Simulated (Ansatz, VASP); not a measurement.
## One calculation of InSb, two programs

Contents of INCAR:

```
SYSTEM = InSb
PREC = Accurate ; ENCUT = 520
EDIFF = 1E-6 ; ISMEAR = -1
SIGMA = 0.05 ; LREAL = .FALSE.
LASPH = .TRUE. ; NELM = 80
ALGO = Normal ; ISIF = 2
LWAVE = .FALSE. ; LCHARG = .FALSE.
GGA = PE ; NBANDS = 16
```

The input KPOINTS:

```
regular mesh
0
G
  11 11 11
  0 0 0
```

POSCAR

```
InSb
1.0
    0.0000000000      2.6499662800      2.6499662800
    2.6499662800      0.0000000000      2.6499662800
    2.6499662800      2.6499662800      0.0000000000
In Sb
1 1
Direct
    0.0000000000      0.0000000000      0.0000000000
    0.5000000000      0.5000000000      0.5000000000
```

Input for Ansatz:

```yaml
crystal:
  lattice:
    - [0.0, 2.64996628, 2.64996628]
    - [2.64996628, 0.0, 2.64996628]
    - [2.64996628, 2.64996628, 0.0]
  atoms:
    - { symbol: In, position: [0.0, 0.0, 0.0] }
    - { symbol: Sb, position: [0.5, 0.5, 0.5] }
kpoints:
  mp_grid: { grid: [11, 11, 11] }
scf:
  occupations: { method: fermi_dirac, width: 0.05 }
hamiltonian:
  xc: pbe
  pseudopotentials: { kind: all_electron, lapw: { basis_error: 0.001 } }
output:
  forces: true
  stress: true
  eigenvalues: true
  populations: true
```

Change from the starting cell: volume scaled by 0.64, LAPW.

Alike in both runs: task single point; functional PBE; k mesh 11 × 11 × 11; occupations fermi-dirac, width 0.05 eV; no spin polarisation.

```csv
,VASP,Ansatz
version,VASP 6.6.1,Ansatz 0.2.0
potentials or method,"VASP PAW PBE potentials, release 64 (In_d, Sb), cutoff 520 eV","all-electron LAPW, scalar-relativistic"
```

|  | VASP | Ansatz | Ansatz less VASP |
| --- | --- | --- | --- |
| pressure (GPa) | 63.2 | 63.0 | -0.20 |

Both programs put the cell under a high pressure, so it lies far from rest at this level. Ansatz ran all-electron here, and VASP with PAW potentials.

Neither program's run includes spin-orbit coupling. Noted on VASP's run: the cell as given lies far from equilibrium.
